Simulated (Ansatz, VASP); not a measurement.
**One calculation of KI, two programs**

The input INCAR:

```
SYSTEM = KI
PREC     = Accurate       ! precision mode
ENCUT    = 500            ! plane-wave cutoff, eV
EDIFF    = 1E-6           ! SCF threshold, eV
ISMEAR   = 0              ! smearing method
SIGMA    = 0.1            ! smearing width, eV
LREAL    = .False.        ! projectors in reciprocal space
LASPH    = .True.         ! aspherical terms in the spheres
NELM     = 200            ! most SCF steps
ALGO     = Normal         ! electronic algorithm
ISIF     = 2              ! what is computed and relaxed
LWAVE    = .False.        ! write WAVECAR
LCHARG   = .True.         ! write CHGCAR
ISPIN    = 2              ! spin polarisation
MAGMOM   = 0 2            ! initial moments
LORBIT   = 11             ! projections on sites
GGA      = CA             ! functional
LELF     = .True.         ! ELF
LVHAR    = .True.       
NBANDS   = 19             ! bands
GGA_COMPAT= .False.
```

KPOINTS

```
regular mesh
0
Gamma
  1 1 1
  0 0 0
```

The input POSCAR:

```
KI
1.0
    0.0000000000      3.5424356157      3.5424356157
    3.5424356157      0.0000000000      3.5424356157
    3.5424356157      3.5424356157      0.0000000000
K I
1 1
Direct
    0.0000000000      0.0000000000      0.0000000000
    0.5000000000      0.5000000000      0.5000000000
```

Input for Ansatz:

```yaml
crystal:
  lattice:
    - [0.0, 3.5424356157, 3.5424356157]
    - [3.5424356157, 0.0, 3.5424356157]
    - [3.5424356157, 3.5424356157, 0.0]
  atoms:
    - { symbol: K, position: [0.0, 0.0, 0.0] }
    - { symbol: I, position: [0.5, 0.5, 0.5], spin: 2.0 }
  symmetry: { detect: true }
basis:
  ecutwfc: 420
kpoints:
  mp_grid: { grid: [1, 1, 1] }
hamiltonian:
  xc: lda
scf:
  occupations: { method: gaussian, width: 0.1 }
  lower_state_search: "off"
  n_extra_bands: 1
output:
  forces: true
  stress: true
  eigenvalues: true
  populations: true
magnetization:
  spin_polarized: true
```

Alike in both runs: task single point; functional LDA; k mesh 1 × 1 × 1; occupations gaussian, width 0.1 eV; collinear spin.

```csv
,VASP,Ansatz
version,VASP 6.6.1,Ansatz 0.2.0
potentials or method,"VASP PAW LDA potentials, release 64 (K_sv, I), cutoff 500 eV","scalar-relativistic, plane waves, PAW"
valence electrons in the cell,16,26
```

|  | VASP | Ansatz | Ansatz less VASP |
| --- | --- | --- | --- |
| gap on the k mesh at the Fermi level (eV) | 2.99 | 2.98 | -0.006 |
| least direct gap on the mesh (eV) | 2.99 | 2.98 | -0.006 |
| pressure (GPa) | 10.2 | 10.1 | -0.10 |
| net moment per atom (μB) | 0.00 | 0.00 | 0.000 |

LDA's correlation is that of Perdew and Zunger in VASP and of Perdew and Wang (1992) in Ansatz. VASP's potentials hold 16 valence electrons a cell and Ansatz's 26, so a difference there can come from the potentials and not from the codes. Ansatz's warnings: moment headroom below auto, seeded moment not kept.

The k mesh is coarse, so the values compare programs but aren't converged. Neither program's run includes spin-orbit coupling.
